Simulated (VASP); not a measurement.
# Bi (Im-3m) in VASP: a series of runs, part 2 of 2

VASP 6.6.1.

## 4. Single point, r2SCAN

Input file POSCAR:

```
Bi
1.0
   -1.9801954202      1.9801954202      1.9801954202
    1.9801954202     -1.9801954202      1.9801954202
    1.9801954202      1.9801954202     -1.9801954202
Bi
1
Direct
    0.0000000000      0.0000000000      0.0000000000
```

Input file INCAR.step1:

```
  ALGO = Normal
  EDIFF = 1E-4
  ENCUT = 520
  GGA = PE
  ISMEAR = 0
  LASPH = True
  LCHARG = False
  LREAL = False
  LWAVE = True
  NBANDS = 14
  NELM = 60
  PREC = Accurate
  SIGMA = 0.1
```

Input file INCAR.step2:

```
  ALGO = Normal
  EDIFF = 1E-7
  ENCUT = 520
  ISIF = 2
  ISMEAR = 0
  ISTART = 1
  LASPH = True
  LCHARG = False
  LMIXTAU = True
  LREAL = False
  LWAVE = False
  METAGGA = R2SCAN
  NBANDS = 14
  NELM = 60
  PREC = Accurate
  SIGMA = 0.1
```

Input file KPOINTS:

```
k-points
0
Gamma
  16 16 16
```

Potentials or basis: VASP PAW PBE potentials, release 64 (Bi_d).

Command:

```console
cat potpaw_PBE.64/Bi_d/POTCAR > POTCAR
cp INCAR.step1 INCAR
mpirun -np 1 vasp_std > vasp.out
cp INCAR.step2 INCAR
mpirun -np 1 vasp_std > vasp.out
```

OUTCAR:

```text
EDIFF = 1E-7
   ENCUT = 520
   ISIF = 2
   ISMEAR = 0
   ISTART = 1
   LASPH = True
   LREAL = False
   METAGGA = R2SCAN
   NELM = 60
   PREC = Accurate

 ion  position               nearest neighbor table
   1  0.000  0.000  0.000-

  LATTYP: Found a body centered cubic cell.
 ALAT       =     3.9603908404

  Lattice vectors:

 A1 = (  -1.9801954202,   1.9801954202,   1.9801954202)
 A2 = (   1.9801954202,  -1.9801954202,   1.9801954202)
 A3 = (   1.9801954202,   1.9801954202,  -1.9801954202)

Analysis of symmetry for initial positions (statically):
=====================================================================
 Subroutine PRICEL returns:
 Original cell was already a primitive cell.

 Routine SETGRP: Setting up the symmetry group for a
 body centered cubic supercell.

 Subroutine GETGRP returns: Found 48 space group operations
 (whereof 48 operations were pure point group operations)
 out of a pool of 48 trial point group operations.

The static configuration has the point symmetry O_h .

Analysis of symmetry for dynamics (positions and initial velocities):
=====================================================================
 Subroutine PRICEL returns:
 Original cell was already a primitive cell.

 Routine SETGRP: Setting up the symmetry group for a
 body centered cubic supercell.

 Subroutine GETGRP returns: Found 48 space group operations
 (whereof 48 operations were pure point group operations)
 out of a pool of 48 trial point group operations.

The dynamic configuration has the point symmetry O_h .

 Subroutine INISYM returns: Found 48 space group operations
 (whereof 48 operations are pure point group operations),
 and found     1 'primitive' translations

----------------------------------------------------------------------------------------

                                     Primitive cell
[... 110 lines left out ...]
  volume/ion in A,a.u.               =      31.06       209.59
  Fermi-wavevector in a.u.,A,eV,Ry     =   1.284430  2.427221 22.446363  1.649761
  Thomas-Fermi vector in A             =   2.416624
   LORBIT       =      0    0 simple, 1 ext, 2 COOP (PROOUT), +10 PAW based schemes
   METAGGA = R2SCAN    functional components
   LHFCALC =     F    Hartree Fock is set to
   AEXX    =    0.0000 exact exchange contribution
   IVDW    =     0    specifies the selected vdW correction
   LEPSILON=     F    determine dielectric tensor
   LRPA    =     F    only Hartree local field effects (RPA)
 non-spin polarized calculation
 Gauss-broadening in eV      SIGMA  =   0.10
  energy-cutoff  :      520.00
  volume of cell :       31.06
 maximum number of plane-waves:       887
 NGX is ok and might be reduce to    28
   NGX = 13   NGY = 13   NGZ = 13

 number of electron      14.9999994 magnetization

 Free energy of the ion-electron system (eV)
  ---------------------------------------------------
  ext. energy  EPLUGINS =         0.00000000
  ---------------------------------------------------
  free energy    TOTEN  =       -58.27060346 eV

  energy without entropy =      -58.26703082  energy(sigma->0) =      -58.26881714

 E-fermi :   7.8537     XC(G=0): -11.0751

 val. band max:        7.7866765640   @ k =  -0.4375   0.5000   0.1250
 cond. band min:       7.8724109889   @ k =  -0.2500   0.3750   0.1250
 fundamental gap:      0.0857344249
 Fermi energy:         7.8537391503

 k-point     1 :       0.0000    0.0000    0.0000
  band No.  band energies     occupation
      1     -15.8934      2.00000
      2     -15.8934      2.00000
      3     -15.8934      2.00000
      4     -15.7496      2.00000
      5     -15.7496      2.00000
      6      -6.2811      2.00000
      7      13.2151      0.00000
      8      13.2151      0.00000
      9      13.2151      0.00000
     10      18.0030      0.00000
     11      19.1397      0.00000
     12      19.1397      0.00000
     13      19.1397      0.00000
     14      20.0389      0.00000
[... 377 lines left out ...]
      1     -15.9068      2.00000
      2     -15.8474      2.00000
      3     -15.7723      2.00000
      4     -15.7653      2.00000
      5     -15.7103      2.00000
      6      -3.7615      2.00000
      7       4.7615      2.00000
      8       7.7495      1.85941
      9      10.9371      0.00000
     10      16.3443      0.00000
     11      17.9133      0.00000
     12      20.2527      0.00000
     13      22.5076      0.00000
     14      22.9796      0.00000

 [... further k-points ...]
[... 5 lines left out ...]
  --------------------------------------------------------------------------------------
  -------------------------------------------------------------------------------------
  Total        0.0004944      0.0004944      0.0004944      0.0000000      0.0000000     -0.0000000
  in kB        0.0255061      0.0255061      0.0255061      0.0000000      0.0000000     -0.0000000
  external PRESSURE =       0.0255061 kB  Pullay stress =       0.0000000 kB

 VOLUME and BASIS-vectors are now :
 -----------------------------------------------------------------------------
  energy-cutoff  :      520.00
  volume of cell :       31.06
      direct lattice vectors                 reciprocal lattice vectors
    -1.980195420  1.980195420  1.980195420     0.000000000  0.252500331  0.252500331
     1.980195420 -1.980195420  1.980195420     0.252500331  0.000000000  0.252500331
     1.980195420  1.980195420 -1.980195420     0.252500331  0.252500331  0.000000000

 POSITION                                       TOTAL-FORCE (eV/Angst)
 -----------------------------------------------------------------------------------
      0.00000      0.00000      0.00000         0.000000      0.000000     -0.000000
 -----------------------------------------------------------------------------------
    total drift:                               -0.000000     -0.000000     -0.000000

  FREE ENERGIE OF THE ION-ELECTRON SYSTEM (eV)
  ---------------------------------------------------
  free  energy   TOTEN  =       -58.2706034563 eV

  energy  without entropy=      -58.2670308185  energy(sigma->0) =      -58.26881714
```

Wall time 3.4 min (1 thread of Intel Xeon Platinum 8488C (Sapphire Rapids), shared host); peak memory 0.2 GiB.

Results:

* Free energy: -58.2706 eV
* Pressure: 0.0 GPa

Caveat: the PAW data sets were made with another functional, which shifts forces and pressure a little; spin-orbit coupling is left out, which moves the levels of the heavy elements.

## 5. Overview

```tsv
task	cell	k mesh	cutoff (eV)	gap on the mesh (eV)	pressure (GPa)
relaxation of cell and atoms	relaxed to 10.1 GPa from a = 3.432 Å, angles 109.5°, 1 atom	8 × 8 × 8	600	none	10.0
relaxation of cell and atoms	relaxed to 20.2 GPa from a = 3.432 Å, angles 109.5°, 1 atom	8 × 8 × 8	600	none	20.2
single point	a = 3.430 Å, angles 109.5°, 1 atom	16 × 16 × 16	520	none	0.0
```

Alike in all rows: level r2SCAN; potentials or basis VASP PAW PBE potentials, release 64 (Bi_d); no spin polarisation; smearing gaussian 0.1 eV.

Caveats: the PAW data sets were made with another functional, which shifts forces and pressure a little; spin-orbit coupling is left out, which moves the levels of the heavy elements; the cell is relaxed towards a set pressure, so the enthalpy falls and the energy may rise (some runs).

Total energies depend on the potentials used, so only differences within one code and one set of settings carry meaning.
